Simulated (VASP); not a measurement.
Here is a VASP 6.6.1 calculation.

The input INCAR:

```
  PREC = Accurate
  ENCUT = 500
  EDIFF = 1E-6
  ISMEAR = -1
  SIGMA = 0.01
  LREAL = F
  LASPH = T
  NELM = 120
  ALGO = Normal
  ISIF = 2
  LWAVE = F
  LCHARG = F
  GGA = PE
  NBANDS = 16
  GGA_COMPAT = F
```

Contents of KPOINTS:

```
regular mesh
0
Gamma
  7 7 7
```

Contents of POSCAR:

```
AgI
1.0
    0.0000000000      3.2579343995      3.2579343995
    3.2579343995      0.0000000000      3.2579343995
    3.2579343995      3.2579343995      0.0000000000
Ag I
1 1
Direct
    0.0000000000      0.0000000000      0.0000000000
    0.7500000000      0.7500000000      0.7500000000
```

Potentials or basis: VASP PAW PBE potentials, release 64 (Ag, I).

Command:

```bash
$ cat potpaw_PBE.64/Ag/POTCAR potpaw_PBE.64/I/POTCAR > POTCAR
$ mpirun -np 1 vasp_std > vasp.out
```

Q: What does it give for the band gap on the k mesh?

A: 1.34 eV.

Q: What does it give for the pressure?

A: 1.5 GPa.

Caveat: spin-orbit coupling is left out, which moves the levels of the heavy elements.
